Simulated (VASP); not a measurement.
Set up this calculation in VASP 6.6.1, as the native input.

```
Task                   : relaxation of cell and atoms
Functional             : PBE
Potentials or basis    : VASP PAW PBE potentials, release 64 (Si)
Cutoff                 : 600 eV
k mesh                 : 13 × 13 × 9
Occupations            : fermi-dirac, width 0.1 eV
Spin                   : no spin polarisation
Dipole correction      : no
Further INCAR settings : ALGO = Normal; EDIFF = 1e-06; ISYM = 0; IBRION = 2; EDIFFG = -0.01; NSW = 80; ISIF = 3
```

The structure of Si lies in POSCAR:

```
Si
1.0
   -2.4350158441      2.4350158441      1.3295186509
    2.4350158441     -2.4350158441      1.3295186509
    2.4350158441      2.4350158441     -1.3295186509
Si
2
Direct
    0.0000000000      0.0000000000      0.0000000000
    0.7500000000      0.2500000000      0.5000000000
```

The input as run:

INCAR

```
SYSTEM = Si
PREC = Accurate ; ENCUT = 600
EDIFF = 1E-6 ; ISMEAR = -1
SIGMA = 0.1 ; LREAL = .FALSE.
LASPH = .TRUE. ; NELM = 80
ALGO = Normal ; ISIF = 3
LWAVE = .FALSE. ; LCHARG = .FALSE.
GGA = PE ; IBRION = 2
NSW = 80 ; EDIFFG = -0.01
ISYM = 0
```

KPOINTS

```
regular mesh
0
G
  13 13 9
  0 0 0
```

Potentials or basis: VASP PAW PBE potentials, release 64 (Si).

Command:

```sh
$ cat potpaw_PBE.64/Si/POTCAR > POTCAR
$ mpirun -np 1 vasp_std > vasp.out
```

It gave:

The relaxed volume is 15.35 Å³/atom. The relaxed cell is a = 3.649 Å, b = 3.649 Å, c = 3.646 Å, α = 97.61°, β = 97.61°, γ = 137.27° and the space group after relaxing (to 0.1 Å) is I4_1/amd (No. 141). The energy gained by relaxing is 4.4 meV/atom and the ionic steps are 6. The pressure after relaxing is 0.0 GPa. The band gap on the k mesh is zero (bands 4 and 5 overlap by 6.04 eV).

Run time: 9.2 min on 1 thread of Intel(R) Xeon(R) Platinum 8488C (Sapphire Rapids), with other jobs on the host, peak memory 0.32 GiB.
